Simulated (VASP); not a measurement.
Wanted: the native input for a VASP 6.6.1 run.

* Task: single point
* Functional: PBE
* Potentials or basis: VASP PAW PBE potentials, release 64 (Sr_sv, V_sv, O)
* Cutoff: 520 eV
* k mesh: 12 × 12 × 12
* Occupations: fermi-dirac, width 0.05 eV
* Spin: collinear spin, ferromagnetic start
* Starting moments: [0.0, 2.0, 0.0, 0.0, 0.0] μB
* Dipole correction: no
* Further INCAR settings: ALGO = Normal; EDIFF = 1e-06; NBANDS = 32

The structure of SrVO3 lies in POSCAR:

```
SrVO3
1.0
    3.8409000000      0.0000000000      0.0000000000
    0.0000000000      3.8409000000      0.0000000000
    0.0000000000      0.0000000000      3.8409000000
Sr V O
1 1 3
Direct
    0.5000000000      0.5000000000      0.5000000000
    0.0000000000      0.0000000000      0.0000000000
    0.0000000000      0.0000000000      0.5000000000
    0.0000000000      0.5000000000      0.0000000000
    0.5000000000      0.0000000000      0.0000000000
```

The input as run:

INCAR

```
SYSTEM = SrVO3
  PREC = Accurate
  ENCUT = 520
  EDIFF = 1E-6
  ISMEAR = -1
  SIGMA = 0.05
  LREAL = .False.
  LASPH = .True.
  NELM = 150
  ALGO = Normal
  ISIF = 2
  LWAVE = .False.
  LCHARG = .True.
  ISPIN = 2
  MAGMOM = 0 2 0 0 0
  LORBIT = 11
  LMAXMIX = 4
  GGA = PE
  LELF = .True.
  LVHAR = .True.
  NBANDS = 32
```

KPOINTS

```
Automatic mesh
0
Gamma
  12 12 12
  0 0 0
```

Potentials or basis: VASP PAW PBE potentials, release 64 (Sr_sv, V_sv, O).

Run with:

```bash
$ cat potpaw_PBE.64/Sr_sv/POTCAR potpaw_PBE.64/V_sv/POTCAR potpaw_PBE.64/O/POTCAR > POTCAR
$ mpirun -np 1 vasp_std > vasp.out
```

It gave:

The pressure is 3.3 GPa. The net moment is 0.00 μB per cell and the valence electrons inside the program's atomic spheres are Sr 8.02; V 11.59; O 5.05.

Caveat: the cell stands under pressure; the moments typed at the start vanished in this run.

Wall time 4.7 min on 1 thread of Intel(R) Xeon(R) Platinum 8375C CPU @ 2.90GHz (Ice Lake), on a shared host, peak memory 0.36 GiB.
